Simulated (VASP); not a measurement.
# Ag in VASP: a series of runs

Ag is run at these levels: PBE; tasks: single point.

All numbers are computed with VASP 6.6.1; they aren't measurements. Logs are shortened: lines on timing, memory, paths and dates and some standing lists are left out, and cuts for length are marked.

## (1) The cell of the first run

The cell holds a sheet with vacuum, 3 atoms: a = 5.773 Å, b = 5.773 Å, c = 14.000 Å, α = 90.00°, β = 90.00°, γ = 120.00°.

The cell was built from a structure type or drawn by symmetry, and may not be a known phase.

## (2) Single point, PBE

Input file INCAR:

```
PREC = Accurate ; ENCUT = 520
EDIFF = 1E-7 ; ISMEAR = 0
SIGMA = 0.1 ; LREAL = F
LASPH = T ; NELM = 60
ALGO = Normal ; ISIF = 2
LWAVE = F ; LCHARG = F
LDIPOL = T ; IDIPOL = 3
DIPOL = 0.5 0.5 0.500 ; GGA = PE
NBANDS = 24
```

Input file KPOINTS:

```
Automatic mesh
0
Gamma
  3 3 1
```

Input file POSCAR:

```
Ag
1.0
    5.7731890000      0.0000000000      0.0000000000
   -2.8865940000      4.9997280000      0.0000000000
    0.0000000000      0.0000000000     14.0000000000
Ag
3
Direct
    0.5000000000      0.0000000000      0.5000000000
    0.0000000000      0.5000000000      0.5000000000
    0.5000000000      0.5000000000      0.5000000000
```

Potentials or basis: VASP PAW PBE potentials, release 64 (Ag).

Started as:

```
$ cat potpaw_PBE.64/Ag/POTCAR > POTCAR
$ mpirun -np 1 vasp_std > vasp.out
```

OUTCAR:

```text
PREC = Accurate
   ENCUT = 520
   EDIFF = 1E-7
   ISMEAR = 0
   LREAL = F
   LASPH = T
   NELM = 60
   ISIF = 2
   GGA = PE

 ion  position               nearest neighbor table
   1  0.500  0.000  0.500-   3 2.89   3 2.89   2 2.89   2 2.89
   2  0.000  0.500  0.500-   1 2.89   1 2.89   3 2.89   3 2.89
   3  0.500  0.500  0.500-   1 2.89   1 2.89   2 2.89   2 2.89

  LATTYP: Found a hexagonal cell.
 ALAT       =     5.7731890000
 C/A-ratio  =     2.4250028884

  Lattice vectors:

 A1 = (   5.7731890000,   0.0000000000,   0.0000000000)
 A2 = (  -2.8865940000,   4.9997280000,   0.0000000000)
 A3 = (   0.0000000000,   0.0000000000,  14.0000000000)

Analysis of symmetry for initial positions (statically):
=====================================================================
 Subroutine PRICEL returns:
 Original cell was already a primitive cell.

 Routine SETGRP: Setting up the symmetry group for a
 hexagonal supercell.

 Subroutine GETGRP returns: Found 24 space group operations
 (whereof 24 operations were pure point group operations)
 out of a pool of 24 trial point group operations.

The static configuration has the point symmetry D_6h.

Analysis of symmetry for dynamics (positions and initial velocities):
=====================================================================
 Subroutine PRICEL returns:
 Original cell was already a primitive cell.

 Routine SETGRP: Setting up the symmetry group for a
 hexagonal supercell.

 Subroutine GETGRP returns: Found 24 space group operations
 (whereof 24 operations were pure point group operations)
 out of a pool of 24 trial point group operations.

The dynamic configuration has the point symmetry D_6h.

 Subroutine INISYM returns: Found 24 space group operations
 (whereof 24 operations are pure point group operations),
 and found     1 'primitive' translations

----------------------------------------------------------------------------------------

                                     Primitive cell

  volume of cell :     404.1012

  direct lattice vectors                    reciprocal lattice vectors
     5.773189000  0.000000000  0.000000000     0.173214492  0.100005423  0.000000000
    -2.886594000  4.999728000  0.000000000     0.000000000  0.200010881  0.000000000
     0.000000000  0.000000000 14.000000000     0.000000000  0.000000000  0.071428571

  length of vectors
     5.773189000  5.773188460 14.000000000     0.200010862  0.200010881  0.071428571

  position of ions in fractional coordinates (direct lattice)
     0.500000000  0.000000000  0.500000000
     0.000000000  0.500000000  0.500000000
     0.500000000  0.500000000  0.500000000

  ion indices of the primitive-cell ions
   primitive index   ion index
                 1           1
                 2           2
                 3           3

----------------------------------------------------------------------------------------

 KPOINTS: Automatic mesh

Automatic generation of k-mesh.
 Grid dimensions read from file:
 generate k-points for:    3    3    1

 Generating k-lattice:

  Cartesian coordinates                     Fractional coordinates (reciprocal lattice)
     0.057738164  0.033335141  0.000000000     0.333333333  0.000000000  0.000000000
     0.000000000  0.066670294  0.000000000     0.000000000  0.333333333  0.000000000
     0.000000000  0.000000000  0.071428571     0.000000000  0.000000000  1.000000000

  Length of vectors
     0.066670287  0.066670294  0.071428571

  Shift w.r.t. Gamma in fractional coordinates (k-lattice)
     0.000000000  0.000000000  0.000000000

 Subroutine IBZKPT returns following result:
 ===========================================

 Found      3 irreducible k-points:

 Following reciprocal coordinates:
            Coordinates               Weight
  0.000000  0.000000  0.000000      1.000000
  0.333333 -0.000000  0.000000      6.000000
  0.333333  0.333333  0.000000      2.000000
   k-points           NKPTS =      3   k-points in BZ     NKDIM =      3   number of bands    NBANDS=     24
   number of dos      NEDOS =    301   number of ions     NIONS =      3
   total plane-waves  NPLWV = 248832
   dimension x,y,z NGX =    48 NGY =   48 NGZ =  108
   dimension x,y,z NGXF=    96 NGYF=   96 NGZF=  216
   ions per type =               3
   NGX,Y,Z   is equivalent  to a cutoff of  13.82, 13.82, 12.82 a.u.
   NGXF,Y,Z  is equivalent  to a cutoff of  27.64, 27.64, 25.65 a.u.
 SYSTEM =  unknown system
   PREC   = accura    normal or accurate (medium, high low for compatibility)
   ISTART =      0    job   : 0-new  1-cont  2-samecut
   ICHARG =      2    charge: 1-file 2-atom 10-const
   ISPIN  =      1    spin polarized calculation?
   LNONCOLLINEAR =      F non collinear calculations
   LSORBIT =      F    spin-orbit coupling
   LASPH  =      T    aspherical Exc in radial PAW
   ENCUT  =  520.0 eV  38.22 Ry    6.18 a.u.  10.73 10.73 26.03*2*pi/ulx,y,z
   NELM   =     60;   NELMIN=  2; NELMDL= -5     # of ELM steps
   EDIFF  = 0.1E-06   stopping-criterion for ELM
   LREAL  =      F    real-space projection
   EDIFFG = 0.1E-05   stopping-criterion for IOM
   NSW    =      0    number of steps for IOM
   IBRION =     -1    ionic relax: 0-MD 1-quasi-New 2-CG
   NFREE  =      0    steps in history (QN), initial steepest desc. (CG)
   ISIF   =      2    stress and relaxation
   ISYM   =      2    0-nonsym 1-usesym 2-fastsym
   POTIM  = 0.5000    time-step for ionic-motion
   TEBEG  =    0.0;   TEEND  =   0.0 temperature during run
   PSTRESS=    0.0 pullay stress
   NELECT =      33.0000    total number of electrons
   NUPDOWN=      -1.0000    fix difference up-down
   EMIN   =  10.00;   EMAX   =-10.00  energy-range for DOS
   EFERMI =   0.00;   METHOD = LEGACY
   ISMEAR =     0;   SIGMA  =   0.10  broadening in eV -4-tet -1-fermi 0-gaus
   EFERMI_NEDOS =   21; number of points for ismear=-14 and -15
   IALGO  =     38    algorithm
   IMIX   =      4    mixing-type and parameters
     AMIX     =   0.40;   BMIX     =  1.00
     AMIX_MAG =   1.60;   BMIX_MAG =  1.00
  volume/ion in A,a.u.               =     134.70       909.00
  Fermi-wavevector in a.u.,A,eV,Ry     =   0.710258  1.342193  6.863681  0.504466
  Thomas-Fermi vector in A             =   1.797057
   LORBIT       =      0    0 simple, 1 ext, 2 COOP (PROOUT), +10 PAW based schemes
   GGA     = PE    functional components
   LHFCALC =     F    Hartree Fock is set to
   AEXX    =    0.0000 exact exchange contribution
   IVDW    =     0    specifies the selected vdW correction
   LEPSILON=     F    determine dielectric tensor
   LRPA    =     F    only Hartree local field effects (RPA)
 non-spin polarized calculation
 Gauss-broadening in eV      SIGMA  =   0.10
  energy-cutoff  :      520.00
  volume of cell :      404.10
 maximum number of plane-waves:     10913
 NGX is ok and might be reduce to    48
   NGX = 21   NGY = 21   NGZ = 53

 number of electron      32.9999998 magnetization

 dipolmoment           0.000000      0.000000      0.000000 electrons x Angstroem

 Free energy of the ion-electron system (eV)
  ---------------------------------------------------
  ext. energy  EPLUGINS =         0.00000000
  ---------------------------------------------------
  free energy    TOTEN  =        -5.38483255 eV

  energy without entropy =       -5.34804350  energy(sigma->0) =       -5.36643803

 E-fermi :  -3.1358     XC(G=0):  -2.7355

 val. band max:       -4.1016061660   @ k =   0.3333   0.3333   0.0000
 cond. band min:      -3.1209701904   @ k =   0.3333  -0.0000   0.0000
 fundamental gap:      0.9806359755
 Fermi energy:        -3.1358497249

 k-point     1 :       0.0000    0.0000    0.0000
  band No.  band energies     occupation
      1      -8.0714      2.00000
      2      -7.3425      2.00000
      3      -7.3425      2.00000
      4      -7.0601      2.00000
      5      -6.8002      2.00000
      6      -6.5432      2.00000
      7      -6.5432      2.00000
      8      -5.9253      2.00000
      9      -5.9253      2.00000
     10      -5.8240      2.00000
     11      -5.6830      2.00000
     12      -5.6830      2.00000
     13      -5.6620      2.00000
     14      -5.6620      2.00000
     15      -5.4721      2.00000
     16      -4.9876      2.00000
     17      -1.1808      0.00000
     18      -0.7970      0.00000
     19       0.8478      0.00000
     20       0.8478      0.00000
     21       1.3190      0.00000
     22       1.4954      0.00000
     23       1.4954      0.00000
     24       2.4996      0.00000

 k-point     2 :       0.3333   -0.0000    0.0000
  band No.  band energies     occupation
      1      -7.6561      2.00000
      2      -7.1957      2.00000
      3      -6.8900      2.00000
      4      -6.8646      2.00000
      5      -6.5520      2.00000
      6      -6.5041      2.00000
      7      -6.3686      2.00000
      8      -6.2040      2.00000
      9      -6.0656      2.00000
     10      -6.0597      2.00000
     11      -6.0002      2.00000
     12      -5.9897      2.00000
     13      -5.7270      2.00000
     14      -5.7112      2.00000
     15      -5.5396      2.00000
     16      -5.0354      2.00000
     17      -3.1210      0.83333
     18      -0.3643      0.00000
     19      -0.1691      0.00000
     20      -0.0430      0.00000
     21       1.9693      0.00000
     22       1.9800      0.00000
     23       3.2050      0.00000
     24       3.5940      0.00000

 k-point     3 :       0.3333    0.3333    0.0000
  band No.  band energies     occupation
      1      -7.0543      2.00000
      2      -7.0001      2.00000
      3      -7.0001      2.00000
      4      -6.5691      2.00000
      5      -6.5691      2.00000
      6      -6.4956      2.00000
      7      -6.4956      2.00000
      8      -6.4425      2.00000
      9      -6.0761      2.00000
     10      -6.0761      2.00000
     11      -6.0653      2.00000
     12      -6.0250      2.00000
     13      -6.0250      2.00000
     14      -5.8407      2.00000
     15      -5.7452      2.00000
     16      -4.1016      2.00000
     17      -4.1016      2.00000
     18      -2.2992      0.00000
     19       0.8658      0.00000
     20       0.8658      0.00000
     21       2.1861      0.00000
     22       3.2256      0.00000
     23       3.2256      0.00000
     24       3.3539      0.00000

------------------------ aborting loop because EDIFF is reached ----------------------------------------

 vacuum level on the upper side and lower side of the slab       (xc-potential included)        -0.062        -0.062

  FORCE on cell =-STRESS in cart. coord.  units (eV):
  Direction    XX          YY          ZZ          XY          YZ          ZX
  --------------------------------------------------------------------------------------
  -------------------------------------------------------------------------------------
  Total       -2.8586283     -2.8586279     -0.0252696     -0.0000003     -0.0000000     -0.0000000
  in kB      -11.3338661    -11.3338646     -0.1001887     -0.0000011     -0.0000000     -0.0000000
  external PRESSURE =      -7.5893065 kB  Pullay stress =       0.0000000 kB

 VOLUME and BASIS-vectors are now :
 -----------------------------------------------------------------------------
  energy-cutoff  :      520.00
  volume of cell :      404.10
      direct lattice vectors                 reciprocal lattice vectors
     5.773189000  0.000000000  0.000000000     0.173214492  0.100005423  0.000000000
    -2.886594000  4.999728000  0.000000000     0.000000000  0.200010881  0.000000000
     0.000000000  0.000000000 14.000000000     0.000000000  0.000000000  0.071428571

 POSITION                                       TOTAL-FORCE (eV/Angst)
 -----------------------------------------------------------------------------------
      2.88659      0.00000      7.00000         0.000000      0.000000      0.000000
     -1.44330      2.49986      7.00000         0.000000      0.000000      0.000000
      1.44330      2.49986      7.00000         0.000000      0.000000      0.000000
 -----------------------------------------------------------------------------------
    total drift:                                0.000000     -0.000000     -0.000000

  FREE ENERGIE OF THE ION-ELECTRON SYSTEM (eV)
  ---------------------------------------------------
  free  energy   TOTEN  =        -5.3848325474 eV

  energy  without entropy=       -5.3480435035  energy(sigma->0) =       -5.36643803

 vacuum level on the upper side and lower side of the slab         1.580         1.580
```

Wall time 72 s (1 thread of AMD EPYC 9R45 (Zen 5), shared host); peak memory 0.47 GiB.

Results:

```
Free energy            : -5.3848 eV
Band gap on the k mesh : zero (an odd number of electrons rules out a gap without spin polarisation)
```

Caveat: the k points lie up to 0.42 Å⁻¹ apart, too coarse for converged energies and pressures of a metal.

## (3) Single point, PBE

Input file INCAR:

```
SYSTEM = Ag
PREC     = Accurate       ! precision mode
ENCUT    = 520            ! plane-wave cutoff, eV
EDIFF    = 1E-6           ! SCF threshold, eV
ISMEAR   = 0              ! smearing method
SIGMA    = 0.1            ! smearing width, eV
LREAL    = .FALSE.        ! projectors in reciprocal space
LASPH    = .TRUE.         ! aspherical terms in the spheres
NELM     = 100            ! most SCF steps
ALGO     = Normal         ! electronic algorithm
ISIF     = 2              ! what is computed and relaxed
LWAVE    = .FALSE.        ! write WAVECAR
LCHARG   = .FALSE.        ! write CHGCAR
LDIPOL   = .TRUE.       
IDIPOL   = 3            
DIPOL    = 0.5 0.5 0.500
GGA      = PE             ! functional
NBANDS   = 24             ! bands
```

Input file KPOINTS:

```
Automatic mesh
0
G
  3 3 1
  0 0 0
```

POSCAR is that of step 2.

Potentials or basis: VASP PAW PBE potentials, release 64 (Ag).

Started as:

```
$ cat potpaw_PBE.64/Ag/POTCAR > POTCAR
$ mpirun -np 1 vasp_std > vasp.out
```

Run time: 69 s. Hardware: 1 thread of AMD EPYC 9R45 (Zen 5), shared host; peak memory 0.47 GiB.

The run converged. Its results:

```
Free energy            : -5.3848 eV
Band gap on the k mesh : zero (an odd number of electrons rules out a gap without spin polarisation)
```

Levels at points of the mesh, in eV from the Fermi level:
```
           k point  band 12  band 13  band 14  band 15  band 16  band 17  band 18  band 19  band 20  band 21
(0.00, 0.00, 0.00)    -2.55    -2.53    -2.53    -2.34    -1.85     1.96     2.34     3.98     3.98     4.45
```

Caveat: the k points lie up to 0.42 Å⁻¹ apart, too coarse for converged energies and pressures of a metal.

(Continued in part 2 of 2.)
